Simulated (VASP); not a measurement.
Crystal: GaN.

```xyz
2
Lattice="0.0000 2.2490 2.3574 2.2490 0.0000 2.3574 2.2490 2.2490 0.0000" Properties=species:S:1:pos:R:3 pbc="T T T"
Ga    0.0000    0.0000    0.0000
N     1.1245    1.1245    1.1787
```

This cell differs from its parent crystal: uniaxial z strain +4.8%.

Base run:

```yaml
Program: VASP 6.6.1
Functional: PBE
Potentials_or_basis: VASP PAW PBE potentials, release 64 (Ga_d, N)
Cutoff: 520 eV
k_mesh: 10 × 10 × 10
Occupations: fermi-dirac, width 0.02 eV
Spin: no spin polarisation
```

Its results: band gap on the k mesh 1.37 eV; pressure -2.3 GPa.

Task: The run is repeated on the same cell with these changes: functional from PBE to r2SCAN; occupations from fermi-dirac, width 0.02 eV to gaussian, width 0.01 eV. What comes out?

Result: Band gap on the k mesh 1.76 eV; pressure -7.6 GPa.

Caveats: the cell stands under tension (at least some runs); the PAW data sets were made with another functional, which shifts forces and pressure a little (at least some runs).

